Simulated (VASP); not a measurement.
Here is a VASP 6.6.1 calculation.

Contents of INCAR:

```
PREC = Accurate
ENCUT = 520
EDIFF = 1E-6
ISMEAR = -1
SIGMA = 0.3
LREAL = F
LASPH = T
NELM = 60
ALGO = Normal
ISIF = 2
LWAVE = F
LCHARG = F
GGA = B5
ALDAX = 1.0
AGGAX = 1.0
AGGAC = 1.0
ALDAC = 0.0
NBANDS = 17
```

File KPOINTS:

```
regular mesh
0
Gamma
  8 8 8
```

Contents of POSCAR:

```
Sr
1.0
    5.6176620000      0.0000000000      0.0000000000
   -4.1636973586      3.7711736439      0.0000000000
   -0.7269826297     -1.8855876235      5.2415820051
Sr
2
Direct
    0.7500000000      0.2500000000      0.5000000000
    0.0000000000      0.0000000000      0.0000000000
```

Potentials or basis: VASP PAW PBE potentials, release 64 (Sr_sv).

Launch:

```console
$ cat potpaw_PBE.64/Sr_sv/POTCAR > POTCAR
$ mpirun -np 1 vasp_std > vasp.out
```

Task: What does it give for the pressure?

Result: 0.7 GPa.

Task: Predict the band gap on the k mesh.

Result: Zero (bands 10 and 11 overlap by 0.47 eV).

Stress tensor (GPa, compression positive):
```
 0.80 -0.16  0.00
-0.16  0.45  0.00
 0.00  0.00  0.86
```

Caveat: so wide a smearing shifts energies and pressures; the PAW data sets were made with another functional, which shifts forces and pressure a little.
